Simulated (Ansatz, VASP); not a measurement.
## Two plane-wave programs on Cr

Contents of POSCAR:

```
Cr
1.0
    0.0000000000      1.8459432206      1.8459432206
    1.8459432206      0.0000000000      1.8459432206
    1.8459432206      1.8459432206      0.0000000000
Cr
1
Direct
    0.0000000000      0.0000000000      0.0000000000
```

The input INCAR.step1:

```
PREC = Accurate
ENCUT = 520
ISMEAR = -1
SIGMA = 0.1
LREAL = False
LASPH = True
NELM = 60
NBANDS = 12
GGA = PE
ALGO = Normal
EDIFF = 1E-4
LWAVE = True
LCHARG = False
```

File INCAR.step2:

```
PREC = Accurate
ENCUT = 520
EDIFF = 1E-7
ISMEAR = -1
SIGMA = 0.1
LREAL = False
LASPH = True
NELM = 60
ALGO = Normal
ISIF = 2
LWAVE = False
LCHARG = False
METAGGA = R2SCAN
LMIXTAU = True
NBANDS = 12
ISTART = 1
```

File KPOINTS:

```
Automatic mesh
0
Gamma
  17 17 17
```

Input for Ansatz:

```yaml
crystal:
  lattice:
    - [0.0, 1.8459432206, 1.8459432206]
    - [1.8459432206, 0.0, 1.8459432206]
    - [1.8459432206, 1.8459432206, 0.0]
  atoms:
    - { symbol: Cr, position: [0.0, 0.0, 0.0] }
hamiltonian:
  xc: r2scan
  pseudopotentials:
    kind: paw
    azcp:
      Cr: "pseudopotentials/Cr.paw.azcp"
basis:
  ecutwfc: 500
  fft_grid_basis: typed
kpoints:
  mp_grid: { grid: [17, 17, 17], shift: [0, 0, 0] }
magnetization:
  spin_polarized: false
scf:
  occupations: { method: fermi_dirac, width: 0.1 }
  lower_state_search: "off"
output:
  stress: true
  write_density: true
  write_potential: true
  elf: true
  volumetric_format: npy
```

Alike in both runs: task single point; functional r2SCAN; k mesh 17 × 17 × 17; occupations fermi-dirac, width 0.1 eV; no spin polarisation.

|  | VASP | Ansatz |
| --- | --- | --- |
| version | VASP 6.6.1 | Ansatz 0.2.0 |
| potentials or method | VASP PAW PBE potentials, release 64 (Cr_pv), cutoff 520 eV | plane waves (500 eV) with PAW, scalar-relativistic |
| valence electrons in the cell | 12 | 14 |

|  | VASP | Ansatz | Ansatz less VASP |
| --- | --- | --- | --- |
| pressure (GPa) | -16.3 | -16.8 | -0.50 |

VASP's potentials were made for PBE, not for r2SCAN. VASP's potentials hold 12 valence electrons a cell and Ansatz's 14, so a difference there can come from the potentials and not from the codes.
